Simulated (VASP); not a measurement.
Runs of VASP 6.6.1 on P. It takes space group P2/m (No. 10, monoclinic). The conventional cell has a = 2.425 Å, b = 2.439 Å, c = 4.852 Å, α = 90.00°, β = 90.24°, γ = 90.00°. P (site symmetry m) has 6 P at 2.42 to 2.44 Å within 3.2 Å. This isn't the form of P at room conditions, which is orthorhombic.

```tsv
smearing	further INCAR settings	gap on the mesh (eV)	pressure (GPa)	largest force (eV/Å)
fermi-dirac 0.1 eV	ALGO = Fast; EDIFF = 1e-06; NBANDS = 12	none	2.3	0.01
fermi-dirac 0.2 eV	ALGO = Fast; EDIFF = 1e-07; NBANDS = 12	none	2.4	0.01
fermi-dirac 0.05 eV	ALGO = Fast; EDIFF = 1e-07; NBANDS = 12	none	2.3	-
methfessel-paxton 0.02 eV	ALGO = Fast; EDIFF = 1e-06; NBANDS = 12	none	2.3	0.01
methfessel-paxton 0.2 eV	ALGO = Fast; EDIFF = 1e-06; NBANDS = 12	none	2.3	-
fermi-dirac 0.3 eV	ALGO = Fast; EDIFF = 1e-06; NBANDS = 12	none	(a)	0.01
```

Alike in all rows: task single point; level PBE; potentials or basis VASP PAW PBE potentials, release 64 (P); no spin polarisation; cell as given; k mesh 18 × 18 × 10; cutoff (eV) 520.

Task: Estimate the missing entries.

Result: (a) 2.7.

Caveats: so wide a smearing shifts energies and pressures (at least some runs).

A gap of «none» marks levels without a gap at the run's occupations.
